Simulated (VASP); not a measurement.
A run of VASP 6.6.1:

File INCAR:

```
PREC = Accurate ; ENCUT = 500
EDIFF = 1E-6 ; ISMEAR = -1
SIGMA = 0.1 ; LREAL = F
LASPH = T ; NELM = 120
ALGO = Normal ; ISIF = 2
LWAVE = F ; LCHARG = F
GGA = PE ; NBANDS = 13
GGA_COMPAT = F
```

File KPOINTS:

```
Automatic mesh
0
Gamma
  19 19 19
```

The input POSCAR:

```
Ru
1.0
   -1.4682757987      1.4682757987      1.4682757987
    1.4682757987     -1.4682757987      1.4682757987
    1.4682757987      1.4682757987     -1.4682757987
Ru
1
Direct
    0.0000000000      0.0000000000      0.0000000000
```

Potentials or basis: VASP PAW PBE potentials, release 64 (Ru_pv).

The run is started by

```console
$ cat potpaw_PBE.64/Ru_pv/POTCAR > POTCAR
$ mpirun -np 1 vasp_std > vasp.out
```

Hardware: 1 thread of Intel Xeon 8259CL, with other jobs on the host.

How long does it take, and how much memory?

Wall time 43 s on 1 thread of Intel Xeon 8259CL, with other jobs on the host, peak memory 0.15 GiB. Counts: scf iterations 11, k points 220.
